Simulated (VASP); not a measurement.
Fe:

```
Fe
1.0
    -1.44300    1.44300    1.44300
     1.44300   -1.44300    1.44300
     1.44300    1.44300   -1.44300
Fe
1
Cartesian
  0.0000 0.0000 0.0000
```

| Property | Result |
| --- | --- |
| Program | VASP 6.6.1 |
| Task | relaxation of cell and atoms |
| Functional | PBEsol |
| Potentials or basis | VASP PAW PBE potentials, release 64 (Fe) |
| Cutoff | 600 eV |
| k mesh | 13 × 13 × 13 |
| Occupations | fermi-dirac, width 0.05 eV |
| Spin | collinear spin, ferromagnetic start |
| Starting moments | [3.0] μB |

At the start: pressure -17.7 GPa; volume 12.02 Å³/atom.

Task: How do energy, volume and symmetry change on relaxing?

Result: Over 3 steps the energy falls by 78.5 meV/atom and the volume is 10.80 Å³/atom (-10.2 %); space group Im-3m (No. 229, to 0.1 Å) before and after; moment 2.07 μB per cell.

The path:
```
step  energy change (eV)  largest force (eV/Å)  pressure (GPa)  volume (Å³)
   1              0.0000                0.0000          -17.70        12.02
   2             -0.0091                0.0000           26.41         9.85
   3             -0.0785                0.0000           -0.16        10.80
```

Final structure:
```
CELL_PARAMETERS angstrom
-1.39233 1.39233 1.39233
1.39233 -1.39233 1.39233
1.39233 1.39233 -1.39233
ATOMIC_POSITIONS crystal
Fe 0.00000 0.00000 0.00000
```

Caveat: the PAW data sets were made with another functional, which shifts forces and pressure a little.
